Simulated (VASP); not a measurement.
# WC (P1) in VASP: a series of runs

Runs on WC. Level: PBE+D3(BJ). Tasks: single point.

Everything below comes from runs of VASP 6.6.1. Logs are shortened: lines on timing, memory, paths and dates and some standing lists are left out, and cuts for length are marked.

## 1. The cell of the first run

The typed cell holds 16 atoms: a = 5.803 Å, b = 5.026 Å, c = 5.668 Å, α = 90.00°, β = 90.00°, γ = 90.00°.

## 2. Single point, PBE+D3(BJ)

INCAR reads:

```
SYSTEM = WC
  PREC = Accurate
  ENCUT = 520
  EDIFF = 1E-7
  ISMEAR = -1
  SIGMA = 0.24
  LREAL = Auto
  LASPH = .True.
  NELM = 80
  ALGO = Normal
  ISIF = 2
  LWAVE = .False.
  LCHARG = .False.
  GGA = PE
  IVDW = 12
  NBANDS = 86
```

KPOINTS reads:

```
Automatic mesh
0
Gamma
  2 2 2
  0 0 0
```

POSCAR reads:

```
WC
1.0
   -2.9017000000     -5.0258920000      0.0000000000
    4.3525500000     -2.5129460000      0.0000000000
    0.0000000000      0.0000000000      5.6680000000
W C
8 8
Direct
    0.7432228971      0.4952521810     -0.0248059280
    0.7734564011      0.5275846203      0.4915137615
    0.5026922707      0.0033916122      0.0223182781
    0.5057418634      0.0068031763      0.5138320395
    0.2442197055      0.5284149106     -0.0041637262
    0.2536521763      0.4844797923      0.5237826394
    0.0065040436      0.0021534005      0.0241354975
   -0.0194124342      0.0087008626      0.5107445307
    0.5057684482      0.6949462513      0.2626146789
    0.4833426662      0.6647862551      0.7639378970
    0.2660996283      0.2046251718      0.2836979534
    0.2244326282      0.1143780444      0.7473712068
    0.0311851271      0.6679279694      0.2680486944
    0.0012372220      0.7172783879      0.7366972477
    0.7461299815      0.1847756757      0.2666549047
    0.7673076224      0.1223642526      0.7500882145
```

Potentials or basis: VASP PAW PBE potentials, release 64 (W_sv, C).

Launch:

```sh
$ cat potpaw_PBE.64/W_sv/POTCAR potpaw_PBE.64/C/POTCAR > POTCAR
$ mpirun -np 1 vasp_std > vasp.out
```

OUTCAR:

```text
SYSTEM = WC
   PREC = Accurate
   ENCUT = 520
   EDIFF = 1E-7
   ISMEAR = -1
   LREAL = Auto
   LASPH = .True.
   NELM = 80
   ISIF = 2
   GGA = PE
   IVDW = 12
 IVDW          = 12

 ion  position               nearest neighbor table
   1  0.743  0.495  0.975-  10 2.11  16 2.27  15 2.27  14 2.31   9 2.36  13 2.51   2 2.75   3 2.85
                             5 2.90   5 2.91   3 2.92   7 2.92   2 2.94   7 2.98
   2  0.773  0.528  0.492-  13 2.08  14 2.14  15 2.15   9 2.19  10 2.39  16 2.51   8 2.70   1 2.75
                             6 2.80   4 2.87   8 2.87   1 2.94   6 3.03   4 3.05
   3  0.503  0.003  0.022-   9 2.06  15 2.18  10 2.25  16 2.26  11 2.26  12 2.31   4 2.79   5 2.82
                             1 2.85   7 2.88   4 2.88   1 2.92   7 2.92   5 3.04
   4  0.506  0.007  0.514-  16 2.11   9 2.12  11 2.15  15 2.17  12 2.17  10 2.23   8 2.76   3 2.79
                             6 2.81   2 2.87   3 2.88   6 3.01   2 3.05   8 3.05
   5  0.244  0.528  0.996-  10 2.03  13 2.10  14 2.25   9 2.30  11 2.31  12 2.52   6 2.69   7 2.76
                             3 2.82   1 2.90   1 2.91   7 2.99   6 3.00   3 3.04
   6  0.254  0.484  0.524-  11 1.96  10 2.11  13 2.15  14 2.23  12 2.26   9 2.33   5 2.69   2 2.80
                             4 2.81   8 2.87   5 3.00   4 3.01   2 3.03   8 3.08
   7  0.007  0.002  0.024-  12 2.09  16 2.17  14 2.17  13 2.18  15 2.24  11 2.34   5 2.76   8 2.76
                             3 2.88   8 2.91   3 2.92   1 2.92   1 2.98   5 2.99
   8  0.981  0.009  0.511-  16 1.92  14 1.95  12 2.02  15 2.13  13 2.22  11 2.32   2 2.70   4 2.76
                             7 2.76   6 2.87   2 2.87   7 2.91   4 3.05   6 3.08
   9  0.506  0.695  0.263-   3 2.06   4 2.12   2 2.19   5 2.30   6 2.33   1 2.36
  10  0.483  0.665  0.764-   5 2.03   1 2.11   6 2.11   4 2.23   3 2.25   2 2.39
  11  0.266  0.205  0.284-   6 1.96   4 2.15   3 2.26   5 2.31   8 2.32   7 2.34
  12  0.224  0.114  0.747-   8 2.02   7 2.09   4 2.17   6 2.26   3 2.31   5 2.52
  13  0.031  0.668  0.268-   2 2.08   5 2.10   6 2.15   7 2.18   8 2.22   1 2.51
  14  0.001  0.717  0.737-   8 1.95   2 2.14   7 2.17   6 2.23   5 2.25   1 2.31
  15  0.746  0.185  0.267-   8 2.13   2 2.15   4 2.17   3 2.18   7 2.24   1 2.27
  16  0.767  0.122  0.750-   8 1.92   4 2.11   7 2.17   3 2.26   1 2.27   2 2.51

  LATTYP: Found a simple orthorhombic cell.
 ALAT       =     5.0258918712
 B/A-ratio  =     1.1277600365
 C/A-ratio  =     1.1547005581

  Lattice vectors:

 A1 = (   4.3525500000,  -2.5129460000,   0.0000000000)
 A2 = (   0.0000000000,   0.0000000000,   5.6680000000)
 A3 = (  -2.9017000000,  -5.0258920000,   0.0000000000)

Analysis of symmetry for initial positions (statically):
=====================================================================
 Subroutine PRICEL returns:
 Original cell was already a primitive cell.

 Routine SETGRP: Setting up the symmetry group for a
 simple orthorhombic supercell.

 Subroutine GETGRP returns: Found  1 space group operations
 (whereof  1 operations were pure point group operations)
 out of a pool of  8 trial point group operations.

The static configuration has the point symmetry C_1 .

Analysis of symmetry for dynamics (positions and initial velocities):
=====================================================================
 Subroutine PRICEL returns:
 Original cell was already a primitive cell.

 Routine SETGRP: Setting up the symmetry group for a
 simple orthorhombic supercell.

 Subroutine GETGRP returns: Found  1 space group operations
 (whereof  1 operations were pure point group operations)
 out of a pool of  8 trial point group operations.

The dynamic configuration has the point symmetry C_1 .

 Subroutine INISYM returns: Found  1 space group operations
 (whereof  1 operations are pure point group operations),
 and found     1 'primitive' translations

----------------------------------------------------------------------------------------

                                     Primitive cell

  volume of cell :     165.3200

  direct lattice vectors                    reciprocal lattice vectors
    -2.901700000 -5.025892000  0.000000000    -0.086156391 -0.149227242  0.000000000
     4.352550000 -2.512946000  0.000000000     0.172312782 -0.099484828  0.000000000
     0.000000000  0.000000000  5.668000000     0.000000000  0.000000000  0.176429076

  length of vectors
     5.803400149  5.025891871  5.668000000     0.172312778  0.198969661  0.176429076

  position of ions in fractional coordinates (direct lattice)
     0.743222897  0.495252181  0.975194072
     0.773456401  0.527584620  0.491513762
     0.502692271  0.003391612  0.022318278
     0.505741863  0.006803176  0.513832040
     0.244219706  0.528414911  0.995836274
     0.253652176  0.484479792  0.523782639
[... 8 lines left out ...]
     0.746129981  0.184775676  0.266654905
     0.767307622  0.122364253  0.750088215

  ion indices of the primitive-cell ions
   primitive index   ion index
                 1           1
                 2           2
                 3           3
                 4           4
                 5           5
                 6           6
[... 8 lines left out ...]
                15          15
                16          16

----------------------------------------------------------------------------------------

 KPOINTS: Automatic mesh

Automatic generation of k-mesh.
 Grid dimensions read from file:
 generate k-points for:    2    2    2

 Generating k-lattice:

  Cartesian coordinates                     Fractional coordinates (reciprocal lattice)
    -0.043078196 -0.074613621  0.000000000     0.500000000  0.000000000  0.000000000
     0.086156391 -0.049742414  0.000000000     0.000000000  0.500000000  0.000000000
     0.000000000  0.000000000  0.088214538     0.000000000  0.000000000  0.500000000

  Length of vectors
     0.086156389  0.099484830  0.088214538

  Shift w.r.t. Gamma in fractional coordinates (k-lattice)
     0.000000000  0.000000000  0.000000000

 Subroutine IBZKPT returns following result:
 ===========================================

 Found      8 irreducible k-points:

 Following reciprocal coordinates:
            Coordinates               Weight
  0.000000  0.000000  0.000000      1.000000
  0.500000  0.000000  0.000000      1.000000
  0.000000  0.500000  0.000000      1.000000
  0.500000  0.500000  0.000000      1.000000
  0.000000  0.000000  0.500000      1.000000
  0.500000  0.000000  0.500000      1.000000
  0.000000  0.500000  0.500000      1.000000
  0.500000  0.500000  0.500000      1.000000
   k-points           NKPTS =      8   k-points in BZ     NKDIM =      8   number of bands    NBANDS=     86
   number of dos      NEDOS =    301   number of ions     NIONS =     16
   total plane-waves  NPLWV =  80640
   dimension x,y,z NGX =    48 NGY =   40 NGZ =   42
   dimension x,y,z NGXF=    96 NGYF=   80 NGZF=   84
   ions per type =               8   8
   NGX,Y,Z   is equivalent  to a cutoff of  13.75, 13.23, 12.32 a.u.
   NGXF,Y,Z  is equivalent  to a cutoff of  27.50, 26.46, 24.64 a.u.
 SYSTEM =  WC
   PREC   = accura    normal or accurate (medium, high low for compatibility)
   ISTART =      0    job   : 0-new  1-cont  2-samecut
   ICHARG =      2    charge: 1-file 2-atom 10-const
   ISPIN  =      1    spin polarized calculation?
   LNONCOLLINEAR =      F non collinear calculations
   LSORBIT =      F    spin-orbit coupling
   LASPH  =      T    aspherical Exc in radial PAW
   ENCUT  =  520.0 eV  38.22 Ry    6.18 a.u.  10.79  9.34 10.54*2*pi/ulx,y,z
   NELM   =     80;   NELMIN=  2; NELMDL= -5     # of ELM steps
   EDIFF  = 0.1E-06   stopping-criterion for ELM
   LREAL  =      T    real-space projection
   EDIFFG = 0.1E-05   stopping-criterion for IOM
   NSW    =      0    number of steps for IOM
   IBRION =     -1    ionic relax: 0-MD 1-quasi-New 2-CG
   NFREE  =      0    steps in history (QN), initial steepest desc. (CG)
   ISIF   =      2    stress and relaxation
   ISYM   =      2    0-nonsym 1-usesym 2-fastsym
   POTIM  = 0.5000    time-step for ionic-motion
   TEBEG  =    0.0;   TEEND  =   0.0 temperature during run
   PSTRESS=    0.0 pullay stress
   NELECT =     144.0000    total number of electrons
   NUPDOWN=      -1.0000    fix difference up-down
   EMIN   =  10.00;   EMAX   =-10.00  energy-range for DOS
   EFERMI =   0.00;   METHOD = LEGACY
   ISMEAR =    -1;   SIGMA  =   0.24  broadening in eV -4-tet -1-fermi 0-gaus
   EFERMI_NEDOS =   21; number of points for ismear=-14 and -15
   IALGO  =     38    algorithm
   IMIX   =      4    mixing-type and parameters
     AMIX     =   0.40;   BMIX     =  1.00
     AMIX_MAG =   1.60;   BMIX_MAG =  1.00
  volume/ion in A,a.u.               =      10.33        69.73
  Fermi-wavevector in a.u.,A,eV,Ry     =   1.563461  2.954514 33.258238  2.444412
  Thomas-Fermi vector in A             =   2.666229
   LORBIT       =      0    0 simple, 1 ext, 2 COOP (PROOUT), +10 PAW based schemes
   GGA     = PE    functional components
   LHFCALC =     F    Hartree Fock is set to
   AEXX    =    0.0000 exact exchange contribution
   IVDW    =    12    specifies the selected vdW correction
   LEPSILON=     F    determine dielectric tensor
   LRPA    =     F    only Hartree local field effects (RPA)
 non-spin polarized calculation
  energy-cutoff  :      520.00
  volume of cell :      165.32
 maximum number of plane-waves:      4472
 NGX is ok and might be reduce to    48
   NGX = 21   NGY = 19   NGZ = 21

 number of electron     144.0000005 magnetization

 Free energy of the ion-electron system (eV)
  ---------------------------------------------------
  ext. energy  EPLUGINS =         0.00000000
  ---------------------------------------------------
  free energy    TOTEN  =      -173.80990199 eV

  energy without entropy =     -172.99197340  energy(sigma->0) =     -173.40093770

 E-fermi :  11.5906     XC(G=0): -13.7981

 val. band max:       11.5519485693   @ k =   0.5000   0.0000   0.0000
 cond. band min:      11.6436982176   @ k =   0.5000   0.0000   0.5000
 fundamental gap:      0.0917496483
 Fermi energy:        11.5905585273

 k-point     1 :       0.0000    0.0000    0.0000
  band No.  band energies     occupation
      1     -62.8631      2.00000
      2     -62.7941      2.00000
      3     -62.7677      2.00000
      4     -62.7268      2.00000
      5     -62.7080      2.00000
      6     -62.6420      2.00000
[... 76 lines left out ...]
     83      15.2360      0.00000
     84      15.3215      0.00000

 k-point     2 :       0.5000    0.0000    0.0000
  band No.  band energies     occupation
      1     -62.8579      2.00000
      2     -62.7964      2.00000
      3     -62.7708      2.00000
      4     -62.7267      2.00000
      5     -62.7057      2.00000
      6     -62.6421      2.00000
[... 511 lines left out ...]
     83      14.9102      0.00000
     84      15.0990      0.00000

 k-point     8 :       0.5000    0.5000    0.5000
  band No.  band energies     occupation
      1     -62.8501      2.00000
      2     -62.7898      2.00000
      3     -62.7715      2.00000
      4     -62.7321      2.00000
      5     -62.7052      2.00000
      6     -62.6437      2.00000
[... 76 lines left out ...]
     83      14.8945      0.00000
     84      15.0098      0.00000
 [bands above 84 left out]

------------------------ aborting loop because EDIFF is reached ----------------------------------------

 Edisp (eV)   -7.42227

 E8    (eV) :    -3.4035

  FORCE on cell =-STRESS in cart. coord.  units (eV):
  Direction    XX          YY          ZZ          XY          YZ          ZX
  --------------------------------------------------------------------------------------
  -------------------------------------------------------------------------------------
  Total      14.63432    12.84956    13.76541    -0.78618     1.16737     1.92870
  in kB     141.82655   124.52982   133.40569    -7.61917    11.31337    18.69177
  external pressure =      133.25 kB  Pullay stress =        0.00 kB

 VOLUME and BASIS-vectors are now :
 -----------------------------------------------------------------------------
  energy-cutoff  :      520.00
  volume of cell :      165.32
      direct lattice vectors                 reciprocal lattice vectors
    -2.901700000 -5.025892000  0.000000000    -0.086156391 -0.149227242  0.000000000
     4.352550000 -2.512946000  0.000000000     0.172312782 -0.099484828  0.000000000
     0.000000000  0.000000000  5.668000000     0.000000000  0.000000000  0.176429076

 POSITION                                       TOTAL-FORCE (eV/Angst)
 -----------------------------------------------------------------------------------
     -0.00100     -4.97990      5.52740         0.172371     -1.661914      3.649599
      0.05200     -5.21310      2.78590        -0.416341      4.496813      0.954825
     -1.44390     -2.53500      0.12650         0.979167      0.140553     -2.411320
     -1.43790     -2.55890      2.91240         0.064722      1.450207      0.318142
      1.59130     -2.55530      5.64440        -2.876928      1.220181      3.087397
      1.37270     -2.49230      2.96880         3.544110     -2.471173     -1.517685
[... 8 lines left out ...]
     -1.36080     -4.21430      1.51140         0.016002     -0.382915     -1.654094
     -1.69390     -4.16390      4.25150         5.104235      1.175015      3.540798
 -----------------------------------------------------------------------------------
    total drift:                                0.005990     -0.008748      0.016499

  FREE ENERGIE OF THE ION-ELECTRON SYSTEM (eV)
  ---------------------------------------------------
  free  energy   TOTEN  =      -181.2321699654 eV

  energy  without entropy=     -180.4142413717  energy(sigma->0) =     -180.82320567
```

Run time: 2.5 min. Hardware: 1 thread of Intel Xeon 6975P-C (Granite Rapids), shared host; peak memory 0.3 GiB.

Results:

```
Free energy                : -181.2322 eV
Pressure                   : 13.3 GPa
Largest force              : 6.646 eV/Å
Band gap on the k mesh     : zero (bands 72 and 73 overlap by 0.02 eV)
Dispersion energy per atom : -0.464 eV
```

Forces on the atoms (eV/Å):
```
W    0.172 -1.662  3.650
W   -0.416  4.497  0.955
W    0.979  0.141 -2.411
W    0.065  1.450  0.318
W   -2.877  1.220  3.087
W    3.544 -2.471 -1.518
W    1.028  0.368 -1.153
W   -1.788 -4.620 -4.300
C   -1.744  0.796 -0.328
C   -0.354 -2.171 -1.015
C   -2.232  2.282 -3.319
C    1.594 -4.625  1.678
C    1.765  0.981 -0.914
C   -4.857  3.021  3.384
C    0.016 -0.383 -1.654
C    5.104  1.175  3.541
```

Levels at points of the mesh, in eV from the Fermi level:
```
           k point  band 70  band 71  band 72  band 73  band 74  band 75
(0.00, 0.00, 0.00)    -0.63    -0.47    -0.27     0.21     0.64     0.86
(0.50, 0.00, 0.00)    -0.84    -0.22    -0.04     0.24     0.39     0.60
(0.00, 0.50, 0.00)    -0.71    -0.51     0.08     0.91     1.26     1.76
(0.50, 0.50, 0.00)    -1.62    -1.42    -1.15     1.31     1.36     1.45
(0.00, 0.00, 0.50)    -1.16    -0.23    -0.11     0.05     0.43     0.52
(0.50, 0.00, 0.50)    -1.17    -0.94    -0.59     0.05     0.23     0.49
(0.00, 0.50, 0.50)    -1.35    -1.17    -1.13     0.62     0.64     0.79
(0.50, 0.50, 0.50)    -1.56    -1.20    -0.98     0.87     0.99     1.31
```

Caveat: the k points lie up to 0.63 Å⁻¹ apart; spin-orbit coupling is left out, which moves the levels of the heavy elements; forces of over 1 eV/Å act on the atoms, so gaps and moduli don't describe the material at rest.

(Continued in part 2 of 2.)
